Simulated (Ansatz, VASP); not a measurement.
# Two plane-wave programs on GaN

The input POSCAR:

```
GaN
1.0
    0.0000000000      2.3661756379      2.3661756379
    2.3661756379      0.0000000000      2.3661756379
    2.3661756379      2.3661756379      0.0000000000
Ga N
1 1
Direct
    0.0000000000      0.0000000000      0.0000000000
    0.7500000000      0.7500000000      0.7500000000
```

Contents of INCAR.step1:

```
SYSTEM = GaN
PREC = Accurate
ENCUT = 520
ISMEAR = 0
SIGMA = 0.05
LREAL = .False.
LASPH = .True.
NELM = 100
NBANDS = 16
GGA = PE
ALGO = Normal
EDIFF = 1E-4
LWAVE = .True.
LCHARG = .False.
```

File INCAR.step2:

```
SYSTEM = GaN
PREC = Accurate
ENCUT = 520
EDIFF = 1E-6
ISMEAR = 0
SIGMA = 0.05
LREAL = .False.
LASPH = .True.
NELM = 100
ALGO = Normal
ISIF = 2
LWAVE = .False.
LCHARG = .False.
METAGGA = R2SCAN
LMIXTAU = .True.
NBANDS = 16
ISTART = 1
```

Contents of KPOINTS:

```
Automatic mesh
0
Gamma
  10 10 10
  0 0 0
```

Input for Ansatz:

```yaml
crystal:
  lattice:
    - [0.0, 2.3661756379, 2.3661756379]
    - [2.3661756379, 0.0, 2.3661756379]
    - [2.3661756379, 2.3661756379, 0.0]
  atoms:
    - { symbol: Ga, position: [0.0, 0.0, 0.0] }
    - { symbol: "N", position: [0.75, 0.75, 0.75] }
basis:
  ecutwfc: 500
kpoints:
  mp_grid: { grid: [10, 10, 10] }
hamiltonian:
  xc: r2scan
scf:
  occupations: { method: gaussian, width: 0.05 }
output:
  forces: true
  stress: true
  eigenvalues: true
```

Change from the starting cell: strain +0.050 along x and y, +0.050 along z, atoms carried along.

Alike in both runs: task single point; functional r2SCAN; k mesh 10 × 10 × 10; occupations gaussian, width 0.05 eV; no spin polarisation.

|  | VASP | Ansatz |
| --- | --- | --- |
| version | VASP 6.6.1 | Ansatz 0.2.0 |
| potentials or method | VASP PAW PBE potentials, release 64 (Ga_d, N), cutoff 520 eV | scalar-relativistic, plane waves, PAW |
| valence electrons in the cell | 18 | 18 |

Ansatz gave:

- gap on the k mesh at the Fermi level (eV): 1.15
- least direct gap on the mesh (eV): 1.15
- pressure (GPa): -21.4

Question: Which values does VASP return?

Answer: gap on the k mesh at the Fermi level (eV): 1.15; least direct gap on the mesh (eV): 1.15; pressure (GPa): -20.8.

VASP's potentials were made for PBE, not for r2SCAN. With one functional, cell and mesh, what is left measures potentials, basis and numerics.
